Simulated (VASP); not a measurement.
# Sr (I4/mmm) in VASP: further runs

The runs below take Sr through single point, with PBEsol.

Everything below comes from runs of VASP 6.6.1. Logs are shortened: lines on timing, memory, paths and dates and some standing lists are left out, and cuts for length are marked.

### Step 1. The cell of the first run

Symmetry: I4/mmm, No. 139, tetragonal system. The conventional cell has a = 4.647 Å, b = 4.647 Å, c = 5.841 Å, α = 90.00°, β = 90.00°, γ = 90.00°. Sr (site symmetry 4/mmm) has 14 Sr at 4.40 to 5.84 Å within 5.9 Å.

### Step 2. Single point, PBEsol (strain +0.080 along x and y, -0.040 along z)

Contents of INCAR:

```
SYSTEM = Sr
ALGO = Fast ; EDIFF = 1E-6
ENCUT = 520 ; GGA = PS
ISIF = 2 ; ISMEAR = 0
LASPH = .TRUE. ; LCHARG = .TRUE.
LELF = .TRUE. ; LREAL = .FALSE.
LVHAR = .TRUE. ; LWAVE = .FALSE.
NBANDS = 11 ; NELM = 80
PREC = Accurate ; SIGMA = 0.03
```

Contents of KPOINTS:

```
k-points
0
G
  10 10 10
  0 0 0
```

Contents of POSCAR:

```
Sr
1.0
    0.0000000000      3.2857380000      2.9206560000
    3.2857380000      0.0000000000      2.9206560000
    3.2857380000      3.2857380000      0.0000000000
Sr
1
Direct
    0.0000000000      0.0000000000      0.0000000000
```

Potentials or basis: VASP PAW PBE potentials, release 64 (Sr_sv).

Command:

```
$ cat potpaw_PBE.64/Sr_sv/POTCAR > POTCAR
$ mpirun -np 1 vasp_std > vasp.out
```

OUTCAR:

```text
SYSTEM = Sr
   EDIFF = 1E-6
   ENCUT = 520
   GGA = PS
   ISIF = 2
   ISMEAR = 0
   LASPH = .TRUE.
   LREAL = .FALSE.
   NELM = 80
   PREC = Accurate

 ion  position               nearest neighbor table
   1  0.000  0.000  0.000-

  LATTYP: Found a body centered tetragonal cell.
 ALAT       =     4.6467352420
 C/A-ratio  =     1.2570787221

  Lattice vectors:

 A1 = (   0.0000000000,  -3.2857380000,  -2.9206560000)
 A2 = (   0.0000000000,   3.2857380000,  -2.9206560000)
 A3 = (   3.2857380000,   0.0000000000,   2.9206560000)

Analysis of symmetry for initial positions (statically):
=====================================================================
 Subroutine PRICEL returns:
 Original cell was already a primitive cell.

 Routine SETGRP: Setting up the symmetry group for a
 body centered tetragonal supercell.

 Subroutine GETGRP returns: Found 16 space group operations
 (whereof 16 operations were pure point group operations)
 out of a pool of 16 trial point group operations.

The static configuration has the point symmetry D_4h.

Analysis of symmetry for dynamics (positions and initial velocities):
=====================================================================
 Subroutine PRICEL returns:
 Original cell was already a primitive cell.

 Routine SETGRP: Setting up the symmetry group for a
 body centered tetragonal supercell.

 Subroutine GETGRP returns: Found 16 space group operations
 (whereof 16 operations were pure point group operations)
 out of a pool of 16 trial point group operations.

The dynamic configuration has the point symmetry D_4h.

 Subroutine INISYM returns: Found 16 space group operations
 (whereof 16 operations are pure point group operations),
 and found     1 'primitive' translations

----------------------------------------------------------------------------------------

                                     Primitive cell

  volume of cell :      63.0632

  direct lattice vectors                    reciprocal lattice vectors
     0.000000000  3.285738000  2.920656000    -0.152172815  0.152172815  0.171194417
     3.285738000  0.000000000  2.920656000     0.152172815 -0.152172815  0.171194417
     3.285738000  3.285738000  0.000000000     0.152172815  0.152172815 -0.171194417

  length of vectors
     4.396169432  4.396169432  4.646735242     0.274992108  0.274992108  0.274992108

  position of ions in fractional coordinates (direct lattice)
     0.000000000  0.000000000  0.000000000

  ion indices of the primitive-cell ions
   primitive index   ion index
                 1           1

----------------------------------------------------------------------------------------

 KPOINTS: k-points

Automatic generation of k-mesh.
 Grid dimensions read from file:
 generate k-points for:   10   10   10

 Generating k-lattice:

  Cartesian coordinates                     Fractional coordinates (reciprocal lattice)
    -0.015217281  0.015217281  0.017119442     0.100000000 -0.000000000  0.000000000
     0.015217281 -0.015217281  0.017119442    -0.000000000  0.100000000  0.000000000
     0.015217281  0.015217281 -0.017119442     0.000000000  0.000000000  0.100000000

  Length of vectors
     0.027499211  0.027499211  0.027499211

  Shift w.r.t. Gamma in fractional coordinates (k-lattice)
     0.000000000  0.000000000  0.000000000

 Subroutine IBZKPT returns following result:
 ===========================================

 Found    102 irreducible k-points:

 Following reciprocal coordinates:
            Coordinates               Weight
  0.000000  0.000000  0.000000      1.000000
  0.100000 -0.000000  0.000000      8.000000
  0.200000 -0.000000  0.000000      8.000000
  0.300000  0.000000  0.000000      8.000000
  0.400000 -0.000000  0.000000      8.000000
  0.500000  0.000000  0.000000      4.000000
[... 16 lines left out ...]
  0.300000  0.300000  0.000000      2.000000
  0.400000  0.300000  0.000000      8.000000
 [... further k-points ...]
   k-points           NKPTS =    102   k-points in BZ     NKDIM =    102   number of bands    NBANDS=     11
   number of dos      NEDOS =    301   number of ions     NIONS =      1
   total plane-waves  NPLWV =  46656
   dimension x,y,z NGX =    36 NGY =   36 NGZ =   36
   dimension x,y,z NGXF=    72 NGYF=   72 NGZF=   72
   ions per type =               1
   NGX,Y,Z   is equivalent  to a cutoff of  13.61, 13.61, 12.88 a.u.
   NGXF,Y,Z  is equivalent  to a cutoff of  27.23, 27.23, 25.76 a.u.
 SYSTEM =  Sr
   PREC   = accura    normal or accurate (medium, high low for compatibility)
   ISTART =      0    job   : 0-new  1-cont  2-samecut
   ICHARG =      2    charge: 1-file 2-atom 10-const
   ISPIN  =      1    spin polarized calculation?
   LNONCOLLINEAR =      F non collinear calculations
   LSORBIT =      F    spin-orbit coupling
   LASPH  =      T    aspherical Exc in radial PAW
   ENCUT  =  520.0 eV  38.22 Ry    6.18 a.u.   8.17  8.17  8.64*2*pi/ulx,y,z
   NELM   =     80;   NELMIN=  2; NELMDL= -5     # of ELM steps
   EDIFF  = 0.1E-05   stopping-criterion for ELM
   LREAL  =      F    real-space projection
   EDIFFG = 0.1E-04   stopping-criterion for IOM
   NSW    =      0    number of steps for IOM
   IBRION =     -1    ionic relax: 0-MD 1-quasi-New 2-CG
   NFREE  =      0    steps in history (QN), initial steepest desc. (CG)
   ISIF   =      2    stress and relaxation
   ISYM   =      2    0-nonsym 1-usesym 2-fastsym
   POTIM  = 0.5000    time-step for ionic-motion
   TEBEG  =    0.0;   TEEND  =   0.0 temperature during run
   PSTRESS=    0.0 pullay stress
   NELECT =      10.0000    total number of electrons
   NUPDOWN=      -1.0000    fix difference up-down
   EMIN   =  10.00;   EMAX   =-10.00  energy-range for DOS
   EFERMI =   0.00;   METHOD = LEGACY
   ISMEAR =     0;   SIGMA  =   0.03  broadening in eV -4-tet -1-fermi 0-gaus
   EFERMI_NEDOS =   21; number of points for ismear=-14 and -15
   IALGO  =     68    algorithm
   IMIX   =      4    mixing-type and parameters
     AMIX     =   0.40;   BMIX     =  1.00
     AMIX_MAG =   1.60;   BMIX_MAG =  1.00
  volume/ion in A,a.u.               =      63.06       425.57
  Fermi-wavevector in a.u.,A,eV,Ry     =   0.886100  1.674486 10.682930  0.785173
  Thomas-Fermi vector in A             =   2.007221
   LORBIT       =      0    0 simple, 1 ext, 2 COOP (PROOUT), +10 PAW based schemes
   GGA     = PS    functional components
   LHFCALC =     F    Hartree Fock is set to
   AEXX    =    0.0000 exact exchange contribution
   IVDW    =     0    specifies the selected vdW correction
   LEPSILON=     F    determine dielectric tensor
   LRPA    =     F    only Hartree local field effects (RPA)
 non-spin polarized calculation
 RMM-DIIS sequential band-by-band and
 Gauss-broadening in eV      SIGMA  =   0.03
  energy-cutoff  :      520.00
  volume of cell :       63.06
 maximum number of plane-waves:      1715
 NGX is ok and might be reduce to    36
   NGX = 17   NGY = 17   NGZ = 17

 number of electron      10.0000000 magnetization

 Free energy of the ion-electron system (eV)
  ---------------------------------------------------
  ext. energy  EPLUGINS =         0.00000000
  ---------------------------------------------------
  free energy    TOTEN  =        -1.76537503 eV

  energy without entropy =       -1.76432107  energy(sigma->0) =       -1.76484805

 E-fermi :   1.0577     XC(G=0):  -7.0209

 val. band max:        1.0539568754   @ k =  -0.4000   0.3000   0.1000
 cond. band min:       1.0953168998   @ k =  -0.4000   0.0000   0.2000
 fundamental gap:      0.0413600244
 Fermi energy:         1.0577481222

 k-point     1 :       0.0000    0.0000    0.0000
  band No.  band energies     occupation
      1     -35.7632      2.00000
      2     -17.6808      2.00000
      3     -17.6808      2.00000
      4     -17.6755      2.00000
      5      -2.3802      2.00000
      6       3.1190      0.00000
      7       3.1190      0.00000
      8       3.6274      0.00000
      9       4.0743      0.00000
     10       4.7858      0.00000
     11       7.8699      0.00000

 k-point     2 :       0.1000   -0.0000    0.0000
  band No.  band energies     occupation
      1     -35.7625      2.00000
      2     -17.6908      2.00000
      3     -17.6834      2.00000
      4     -17.6778      2.00000
      5      -2.2378      2.00000
      6       2.9967      0.00000
      7       3.1661      0.00000
      8       3.5956      0.00000
      9       4.0372      0.00000
     10       4.6849      0.00000
     11       8.2091      0.00000

 k-point     3 :       0.2000   -0.0000    0.0000
  band No.  band energies     occupation
      1     -35.7607      2.00000
      2     -17.7210      2.00000
      3     -17.6902      2.00000
      4     -17.6799      2.00000
      5      -1.8264      2.00000
      6       2.5612      0.00000
      7       3.1657      0.00000
      8       3.6615      0.00000
      9       4.1389      0.00000
     10       4.5461      0.00000
     11       7.8013      0.00000

 k-point     4 :       0.3000    0.0000    0.0000
  band No.  band energies     occupation
      1     -35.7584      2.00000
      2     -17.7583      2.00000
      3     -17.6986      2.00000
      4     -17.6820      2.00000
      5      -1.1980      2.00000
      6       1.9920      0.00000
      7       3.0027      0.00000
      8       3.6561      0.00000
      9       4.5971      0.00000
     10       4.6663      0.00000
     11       6.8757      0.00000
[... 239 lines left out ...]
 k-point    22 :      -0.2000    0.2000    0.0000
  band No.  band energies     occupation
      1     -35.7579      2.00000
      2     -17.7400      2.00000
      3     -17.7116      2.00000
      4     -17.6990      2.00000
      5      -1.0773      2.00000
      6       2.3117      0.00000
      7       2.8322      0.00000
      8       3.4795      0.00000
      9       3.8384      0.00000
     10       5.1554      0.00000
     11       7.2887      0.00000

 k-point    23 :       0.3000    0.3000    0.0000
  band No.  band energies     occupation
      1     -35.7553      2.00000
      2     -17.7530      2.00000
      3     -17.7210      2.00000
      4     -17.7210      2.00000
      5      -0.5945      2.00000
      6       1.9023      0.00000
      7       3.0792      0.00000
      8       3.7681      0.00000
      9       3.7681      0.00000
     10       4.8533      0.00000
     11       8.0179      0.00000

 k-point    24 :       0.4000    0.3000    0.0000
  band No.  band energies     occupation
      1     -35.7537      2.00000
      2     -17.7712      2.00000
      3     -17.7283      2.00000
      4     -17.7274      2.00000
      5      -0.0205      2.00000
      6       1.6334      0.00000
      7       2.6720      0.00000
      8       3.8749      0.00000
      9       4.2121      0.00000
     10       5.2408      0.00000
     11       6.6550      0.00000

 [... further k-points ...]

------------------------ aborting loop because EDIFF is reached ----------------------------------------

  FORCE on cell =-STRESS in cart. coord.  units (eV):
  Direction    XX          YY          ZZ          XY          YZ          ZX
  --------------------------------------------------------------------------------------
  -------------------------------------------------------------------------------------
  Total       -0.7237946     -0.7237946     -0.6368369      0.0000000     -0.0000000      0.0000000
  in kB      -18.3886432    -18.3886432    -16.1794043      0.0000000     -0.0000000      0.0000000
  external PRESSURE =     -17.6522302 kB  Pullay stress =       0.0000000 kB

 VOLUME and BASIS-vectors are now :
 -----------------------------------------------------------------------------
  energy-cutoff  :      520.00
  volume of cell :       63.06
      direct lattice vectors                 reciprocal lattice vectors
     0.000000000  3.285738000  2.920656000    -0.152172815  0.152172815  0.171194417
     3.285738000  0.000000000  2.920656000     0.152172815 -0.152172815  0.171194417
     3.285738000  3.285738000  0.000000000     0.152172815  0.152172815 -0.171194417

 POSITION                                       TOTAL-FORCE (eV/Angst)
 -----------------------------------------------------------------------------------
      0.00000      0.00000      0.00000         0.000000      0.000000      0.000000
 -----------------------------------------------------------------------------------
    total drift:                               -0.000000      0.000000      0.000000

  FREE ENERGIE OF THE ION-ELECTRON SYSTEM (eV)
  ---------------------------------------------------
  free  energy   TOTEN  =        -1.7653750254 eV

  energy  without entropy=       -1.7643210672  energy(sigma->0) =       -1.76484805
```

Wall time 83 s (1 thread of Intel Xeon 8259CL, shared host); peak memory 0.25 GiB.

Results:

```
Free energy            : -1.7654 eV
Pressure               : -1.8 GPa
Band gap on the k mesh : zero (bands 5 and 6 overlap by 0.16 eV)
```

Caveat: the cell differs from its parent crystal (strain +0.080 along x and y, -0.040 along z); the PAW data sets were made with another functional, which shifts forces and pressure a little.

### Step 3. Single point, PBEsol (strain +0.080 along x and y, +0.000 along z)

Contents of INCAR:

```
ALGO = Normal
EDIFF = 1E-6
ENCUT = 520
GGA = PS
ISIF = 2
ISMEAR = 0
LASPH = True
LCHARG = True
LELF = True
LREAL = False
LVHAR = True
LWAVE = False
NBANDS = 11
NELM = 60
PREC = Accurate
SIGMA = 0.03
```

Contents of KPOINTS:

```
k-points
0
Gamma
  10 10 10
```

Contents of POSCAR:

```
Sr
1.0
    0.0000000000      3.2857380000      3.0423500000
    3.2857380000      0.0000000000      3.0423500000
    3.2857380000      3.2857380000      0.0000000000
Sr
1
Direct
    0.0000000000      0.0000000000      0.0000000000
```

Potentials or basis: VASP PAW PBE potentials, release 64 (Sr_sv).

Command:

```
$ cat potpaw_PBE.64/Sr_sv/POTCAR > POTCAR
$ mpirun -np 1 vasp_std > vasp.out
```

It took 59 s on 1 thread of Intel Xeon 8259CL, shared host; peak memory 0.25 GiB.

The run converged. Its results:

| Quantity | Value |
| --- | --- |
| Free energy | -1.7376 eV |
| Pressure | -1.9 GPa |
| Band gap on the k mesh | zero (bands 5 and 6 overlap by 0.21 eV) |

Stress tensor (GPa, compression positive):
```
-2.03  0.00  0.00
 0.00 -2.03  0.00
 0.00  0.00 -1.78
```

Levels at points of the mesh, in eV from the Fermi level:
```
           k point  band 2  band 3  band 4  band 5  band 6  band 7  band 8  band 9
(0.00, 0.00, 0.00)  -18.83  -18.83  -18.83   -3.38    2.04    2.04    2.37    3.07
(0.50, 0.00, 0.00)  -18.94  -18.85  -18.84   -1.05   -0.08    1.80    2.23    4.04
(0.50, 0.50, 0.00)  -18.93  -18.88  -18.88   -0.32    0.36    1.13    4.15    4.15
(0.50, 0.00, 0.50)  -18.93  -18.87  -18.86   -0.57    0.53    0.55    4.01    4.24
```

Caveat: the cell differs from its parent crystal (strain +0.080 along x and y, +0.000 along z); the PAW data sets were made with another functional, which shifts forces and pressure a little.

The gap in the log of VASP goes by the Fermi energy; the results here count the filled bands.